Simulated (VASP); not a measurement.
# TaAs (P-6m2) in VASP: further runs, part 3 of 3

VASP 6.6.1. Earlier steps stand in the parts before.

### 5 Single point, PBE

This run uses another cell than the first one, of 17.58 Å³/atom, 0.963 times its volume.

Input file INCAR:

```
SYSTEM = TaAs
PREC = Accurate
ENCUT = 520
EDIFF = 1E-6
ISMEAR = 0
SIGMA = 0.1
LREAL = .False.
LASPH = .True.
NELM = 100
ALGO = Normal
ISIF = 2
LWAVE = .False.
LCHARG = .False.
GGA = PE
NBANDS = 15
```

Input file KPOINTS:

```
Automatic mesh
0
Gamma
  18 18 16
  0 0 0
```

Input file POSCAR:

```
TaAs
1.0
    3.4139094901      0.0000000000      0.0000000000
   -1.7069547451      2.9565323447      0.0000000000
    0.0000000000      0.0000000000      3.4843168761
Ta As
1 1
Direct
    0.3333333333      0.6666666667      0.5000000000
    0.0000000000      0.0000000000      0.0000000000
```

Potentials or basis: VASP PAW PBE potentials, release 64 (Ta_pv, As).

Run with:

```
> cat potpaw_PBE.64/Ta_pv/POTCAR potpaw_PBE.64/As/POTCAR > POTCAR
> mpirun -np 1 vasp_std > vasp.out
```

OUTCAR:

```text
SYSTEM = TaAs
   PREC = Accurate
   ENCUT = 520
   EDIFF = 1E-6
   ISMEAR = 0
   LREAL = .False.
   LASPH = .True.
   NELM = 100
   ISIF = 2
   GGA = PE

 ion  position               nearest neighbor table
   1  0.333  0.667  0.500-   2 2.63   2 2.63   2 2.63   2 2.63   2 2.63   2 2.63
   2  0.000  0.000  0.000-   1 2.63   1 2.63   1 2.63   1 2.63   1 2.63   1 2.63

  LATTYP: Found a hexagonal cell.
 ALAT       =     3.4139094901
 C/A-ratio  =     1.0206236827

  Lattice vectors:

 A1 = (   3.4139094901,   0.0000000000,   0.0000000000)
 A2 = (  -1.7069547451,   2.9565323447,   0.0000000000)
 A3 = (   0.0000000000,   0.0000000000,   3.4843168761)

Analysis of symmetry for initial positions (statically):
=====================================================================
 Subroutine PRICEL returns:
 Original cell was already a primitive cell.

 Routine SETGRP: Setting up the symmetry group for a
 hexagonal supercell.

 Subroutine GETGRP returns: Found 12 space group operations
 (whereof 12 operations were pure point group operations)
 out of a pool of 24 trial point group operations.

The static configuration has the point symmetry D_3h.

Analysis of symmetry for dynamics (positions and initial velocities):
=====================================================================
 Subroutine PRICEL returns:
 Original cell was already a primitive cell.

 Routine SETGRP: Setting up the symmetry group for a
 hexagonal supercell.

 Subroutine GETGRP returns: Found 12 space group operations
 (whereof 12 operations were pure point group operations)
 out of a pool of 24 trial point group operations.

The dynamic configuration has the point symmetry D_3h.

 Subroutine INISYM returns: Found 12 space group operations
 (whereof 12 operations are pure point group operations),
 and found     1 'primitive' translations

----------------------------------------------------------------------------------------

                                     Primitive cell

  volume of cell :      35.1684

  direct lattice vectors                    reciprocal lattice vectors
     3.413909490  0.000000000  0.000000000     0.292919306  0.169117040  0.000000000
    -1.706954745  2.956532345  0.000000000     0.000000000  0.338234081  0.000000000
     0.000000000  0.000000000  3.484316876     0.000000000  0.000000000  0.287000303

  length of vectors
     3.413909490  3.413909490  3.484316876     0.338234081  0.338234081  0.287000303

  position of ions in fractional coordinates (direct lattice)
     0.333333333  0.666666667  0.500000000
     0.000000000  0.000000000  0.000000000

  ion indices of the primitive-cell ions
   primitive index   ion index
                 1           1
                 2           2

----------------------------------------------------------------------------------------

 KPOINTS: Automatic mesh

Automatic generation of k-mesh.
 Grid dimensions read from file:
 generate k-points for:   18   18   16

 Generating k-lattice:

  Cartesian coordinates                     Fractional coordinates (reciprocal lattice)
     0.016273295  0.009395391  0.000000000     0.055555556 -0.000000000  0.000000000
     0.000000000  0.018790782  0.000000000     0.000000000  0.055555556  0.000000000
     0.000000000  0.000000000  0.017937519     0.000000000  0.000000000  0.062500000

  Length of vectors
     0.018790782  0.018790782  0.017937519

  Shift w.r.t. Gamma in fractional coordinates (k-lattice)
     0.000000000  0.000000000  0.000000000

 Subroutine IBZKPT returns following result:
 ===========================================

 Found    333 irreducible k-points:

 Following reciprocal coordinates:
            Coordinates               Weight
  0.000000  0.000000  0.000000      1.000000
  0.055556 -0.000000  0.000000      6.000000
  0.111111 -0.000000  0.000000      6.000000
  0.166667 -0.000000  0.000000      6.000000
  0.222222 -0.000000  0.000000      6.000000
  0.277778  0.000000  0.000000      6.000000
[... 16 lines left out ...]
  0.333333  0.111111  0.000000     12.000000
  0.388889  0.111111  0.000000     12.000000
 [... further k-points ...]
   k-points           NKPTS =    333   k-points in BZ     NKDIM =    333   number of bands    NBANDS=     15
   number of dos      NEDOS =    301   number of ions     NIONS =      2
   total plane-waves  NPLWV =  21952
   dimension x,y,z NGX =    28 NGY =   28 NGZ =   28
   dimension x,y,z NGXF=    56 NGYF=   56 NGZF=   56
   ions per type =               1   1
   NGX,Y,Z   is equivalent  to a cutoff of  13.64, 13.64, 13.36 a.u.
   NGXF,Y,Z  is equivalent  to a cutoff of  27.27, 27.27, 26.72 a.u.
 SYSTEM =  TaAs
   PREC   = accura    normal or accurate (medium, high low for compatibility)
   ISTART =      0    job   : 0-new  1-cont  2-samecut
   ICHARG =      2    charge: 1-file 2-atom 10-const
   ISPIN  =      1    spin polarized calculation?
   LNONCOLLINEAR =      F non collinear calculations
   LSORBIT =      F    spin-orbit coupling
   LASPH  =      T    aspherical Exc in radial PAW
   ENCUT  =  520.0 eV  38.22 Ry    6.18 a.u.   6.35  6.35  6.48*2*pi/ulx,y,z
   NELM   =    100;   NELMIN=  2; NELMDL= -5     # of ELM steps
   EDIFF  = 0.1E-05   stopping-criterion for ELM
   LREAL  =      F    real-space projection
   EDIFFG = 0.1E-04   stopping-criterion for IOM
   NSW    =      0    number of steps for IOM
   IBRION =     -1    ionic relax: 0-MD 1-quasi-New 2-CG
   NFREE  =      0    steps in history (QN), initial steepest desc. (CG)
   ISIF   =      2    stress and relaxation
   ISYM   =      2    0-nonsym 1-usesym 2-fastsym
   POTIM  = 0.5000    time-step for ionic-motion
   TEBEG  =    0.0;   TEEND  =   0.0 temperature during run
   PSTRESS=    0.0 pullay stress
   NELECT =      16.0000    total number of electrons
   NUPDOWN=      -1.0000    fix difference up-down
   EMIN   =  10.00;   EMAX   =-10.00  energy-range for DOS
   EFERMI =   0.00;   METHOD = LEGACY
   ISMEAR =     0;   SIGMA  =   0.10  broadening in eV -4-tet -1-fermi 0-gaus
   EFERMI_NEDOS =   21; number of points for ismear=-14 and -15
   IALGO  =     38    algorithm
   IMIX   =      4    mixing-type and parameters
     AMIX     =   0.40;   BMIX     =  1.00
     AMIX_MAG =   1.60;   BMIX_MAG =  1.00
  volume/ion in A,a.u.               =      17.58       118.66
  Fermi-wavevector in a.u.,A,eV,Ry     =   1.259111  2.379375 21.570144  1.585361
  Thomas-Fermi vector in A             =   2.392687
   LORBIT       =      0    0 simple, 1 ext, 2 COOP (PROOUT), +10 PAW based schemes
   GGA     = PE    functional components
   LHFCALC =     F    Hartree Fock is set to
   AEXX    =    0.0000 exact exchange contribution
   IVDW    =     0    specifies the selected vdW correction
   LEPSILON=     F    determine dielectric tensor
   LRPA    =     F    only Hartree local field effects (RPA)
 non-spin polarized calculation
 Gauss-broadening in eV      SIGMA  =   0.10
  energy-cutoff  :      520.00
  volume of cell :       35.17
 maximum number of plane-waves:       967
 NGX is ok and might be reduce to    28
   NGX = 13   NGY = 13   NGZ = 13

 number of electron      15.9999998 magnetization

 Free energy of the ion-electron system (eV)
  ---------------------------------------------------
  ext. energy  EPLUGINS =         0.00000000
  ---------------------------------------------------
  free energy    TOTEN  =       -17.55685886 eV

  energy without entropy =      -17.55551699  energy(sigma->0) =      -17.55618792

 E-fermi :   6.6692     XC(G=0): -11.8610

 val. band max:        6.6269420943   @ k =   0.2778   0.2222   0.0000
 cond. band min:       6.6834987261   @ k =   0.0556   0.0556   0.4375
 fundamental gap:      0.0565566317
 Fermi energy:         6.6691947783

 k-point     1 :       0.0000    0.0000    0.0000
  band No.  band energies     occupation
      1     -28.1188      2.00000
      2     -27.9553      2.00000
      3     -27.9553      2.00000
      4      -7.0323      2.00000
      5       3.8179      2.00000
      6       4.6223      2.00000
      7       4.6223      2.00000
      8       5.8413      2.00000
      9       8.4453      0.00000
     10       8.4453      0.00000
     11      10.8564      0.00000
     12      11.3614      0.00000
     13      11.3614      0.00000
     14      14.9809      0.00000
[... 401 lines left out ...]
      2     -28.0843      2.00000
      3     -28.0242      2.00000
      4      -4.6185      2.00000
      5       0.2488      2.00000
      6       3.6853      2.00000
      7       3.8856      2.00000
      8       6.2271      2.00000
      9       7.4626      0.00000
     10       9.0944      0.00000
     11      10.0539      0.00000
     12      12.3730      0.00000
     13      12.9885      0.00000
     14      15.2221      0.00000
     15      18.4869      0.00000

 [... further k-points ...]
[... 5 lines left out ...]
  --------------------------------------------------------------------------------------
  -------------------------------------------------------------------------------------
  Total        0.0753025      0.0753025      0.1130113     -0.0000000     -0.0000000      0.0000000
  in kB        3.4305808      3.4305808      5.1484932     -0.0000000     -0.0000000      0.0000000
  external PRESSURE =       4.0032183 kB  Pullay stress =       0.0000000 kB

 VOLUME and BASIS-vectors are now :
 -----------------------------------------------------------------------------
  energy-cutoff  :      520.00
  volume of cell :       35.17
      direct lattice vectors                 reciprocal lattice vectors
     3.413909490  0.000000000  0.000000000     0.292919306  0.169117040  0.000000000
    -1.706954745  2.956532345  0.000000000     0.000000000  0.338234081  0.000000000
     0.000000000  0.000000000  3.484316876     0.000000000  0.000000000  0.287000303

 POSITION                                       TOTAL-FORCE (eV/Angst)
 -----------------------------------------------------------------------------------
     -0.00000      1.97102      1.74216        -0.000000      0.000000      0.000000
      0.00000      0.00000      0.00000         0.000000     -0.000000      0.000000
 -----------------------------------------------------------------------------------
    total drift:                                0.000000     -0.000000     -0.000000

  FREE ENERGIE OF THE ION-ELECTRON SYSTEM (eV)
  ---------------------------------------------------
  free  energy   TOTEN  =       -17.5568588557 eV

  energy  without entropy=      -17.5555169852  energy(sigma->0) =      -17.55618792
```

It took 87 s on 1 thread of Intel Xeon Platinum 8488C (Sapphire Rapids), shared host; peak memory 0.31 GiB.

Results:

- Free energy: -17.5569 eV
- Pressure: 0.4 GPa
- Band gap on the k mesh: zero (band 8 reaches 7.03 eV, above the bottom of band 9 at 6.49 eV)

Levels at points of the mesh, in eV from the Fermi level:
```
           k point  band 5  band 6  band 7  band 8  band 9  band 10  band 11  band 12
(0.00, 0.00, 0.00)   -2.85   -2.05   -2.05   -0.83    1.78     1.78     4.19     4.69
(0.50, 0.00, 0.00)   -6.69   -3.06   -2.31   -0.67    1.14     3.18     3.55     5.12
(0.00, 0.00, 0.50)   -7.66   -1.25   -1.25   -0.18   -0.18     2.10     3.81     3.81
(0.50, 0.00, 0.50)   -5.31   -4.74   -3.14   -0.78    2.96     3.08     3.91     4.37
```

Caveat: spin-orbit coupling is left out, which moves the levels of the heavy elements.

### 6 Summary

```csv
task,cell,k mesh,cutoff (eV),gap on the mesh (eV),pressure (GPa)
single point,"a = 3.525, b = 3.525, c = 3.395 Å, angles 90.0, 90.0, 120.0°, 2 atoms",6 × 6 × 6,520,none,-4.0
single point,"a = 3.421, b = 3.421, c = 3.474 Å, angles 90.0, 90.0, 120.0°, 2 atoms",6 × 6 × 6,520,none,0.5
relaxation of cell and atoms,"relaxed from a = 3.525, b = 3.525, c = 3.395 Å, angles 90.0, 90.0, 120.0°, 2 atoms",6 × 6 × 6,600,none,-0.1
single point,"a = 3.414, b = 3.414, c = 3.484 Å, angles 90.0, 90.0, 120.0°, 2 atoms",18 × 18 × 16,520,none,0.4
```

Alike in all rows: level PBE; potentials or basis VASP PAW PBE potentials, release 64 (Ta_pv, As); no spin polarisation; smearing gaussian 0.1 eV.

Caveats: spin-orbit coupling is left out, which moves the levels of the heavy elements.

Absolute energies hang on the potentials; compare differences alone.
